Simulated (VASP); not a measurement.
Mo:

```
CELL_PARAMETERS angstrom
-1.57642 1.57642 1.57642
1.57642 -1.57642 1.57642
1.57642 1.57642 -1.57642
ATOMIC_POSITIONS crystal
Mo 0.00000 0.00000 0.00000
```

Base run:

- Program: VASP 6.6.1
- Functional: r2SCAN
- Potentials or basis: VASP PAW PBE potentials, release 64 (Mo_sv)
- Cutoff: 520 eV
- k mesh: 14 × 14 × 14
- Occupations: gaussian, width 0.6 eV
- Spin: no spin polarisation

Its results: band gap on the k mesh zero (bands 7 and 8 overlap by 5.55 eV); pressure 1.0 GPa.

Question: The run is repeated on the same cell with these changes: occupations from gaussian, width 0.6 eV to fermi-dirac, width 1 eV. What comes out?

Answer: Band gap on the k mesh zero (bands 7 and 8 overlap by 5.59 eV); pressure 18.9 GPa.

Caveats: so wide a smearing shifts energies and pressures; the PAW data sets were made with another functional, which shifts forces and pressure a little; the cell stands under pressure (at least some runs).
